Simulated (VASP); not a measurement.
A run of VASP 6.6.1:

Contents of INCAR:

```
ALGO = Normal
EDIFF = 1E-7
ENCUT = 520
GGA = PE
ISIF = 2
ISMEAR = 0
LASPH = T
LCHARG = F
LREAL = F
LWAVE = F
NBANDS = 44
NELM = 100
PREC = Accurate
SIGMA = 0.03
```

KPOINTS

```
k-points
0
Gamma
  9 9 2
```

The input POSCAR:

```
Ge2Sb2Te5
1.0
    4.2629490295      0.0000000000      0.0000000000
   -2.1314745147      3.6918221546      0.0000000000
    0.0000000000      0.0000000000     18.0976006795
Ge Sb Te
2 2 5
Direct
    0.0000000000      0.0000000000      0.3313200918
    0.0000000000      0.0000000000      0.6686799082
    0.3333333333      0.6666666667      0.1120971408
    0.6666666667      0.3333333333      0.8879028592
    0.0000000000      0.0000000000      0.0000000000
    0.3333333333      0.6666666667      0.7914345914
    0.6666666667      0.3333333333      0.2085654086
    0.3333333333      0.6666666667      0.4096023866
    0.6666666667      0.3333333333      0.5903976134
```

Potentials or basis: VASP PAW PBE potentials, release 64 (Ge_d, Sb, Te).

The run is started by

```bash
$ cat potpaw_PBE.64/Ge_d/POTCAR potpaw_PBE.64/Sb/POTCAR potpaw_PBE.64/Te/POTCAR > POTCAR
$ mpirun -np 1 vasp_std > vasp.out
```

Hardware: 1 thread of Intel(R) Xeon(R) Platinum 8259CL CPU @ 2.50GHz (Skylake/Cascade Lake), on a shared host.

Question: How long does it take, and how much memory?

Answer: Run time: 7.3 min on 1 thread of Intel(R) Xeon(R) Platinum 8259CL CPU @ 2.50GHz (Skylake/Cascade Lake) (shared host), peak memory 0.55 GiB. Counts: scf iterations 21, k points 24.
